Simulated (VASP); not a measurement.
Crystal: AlN.

```
CELL_PARAMETERS angstrom
0.00000 2.21699 2.18488
2.21699 0.00000 2.18488
2.21699 2.21699 0.00000
ATOMIC_POSITIONS crystal
Al 0.00000 0.00000 0.00000
N 0.75000 0.75000 0.75000
```

This cell differs from its parent crystal: biaxial xy strain +1.5%.

Base run:

- Program: VASP 6.6.1
- Functional: r2SCAN
- Potentials or basis: VASP PAW PBE potentials, release 64 (Al, N)
- Cutoff: 520 eV
- k mesh: 10 × 10 × 10
- Occupations: gaussian, width 0.01 eV
- Spin: no spin polarisation

Its results: band gap on the k mesh 3.83 eV, indirect (least direct gap 4.57 eV); pressure -6.2 GPa.

The run is repeated on the same cell with these changes: functional from r2SCAN to PBE; occupations from gaussian, width 0.01 eV to fermi-dirac, width 0.02 eV. What comes out?

Band gap on the k mesh 3.22 eV, indirect (least direct gap 3.89 eV); pressure -1.5 GPa.

Caveats: the PAW data sets were made with another functional, which shifts forces and pressure a little (some runs).

A k mesh can miss the band edges.
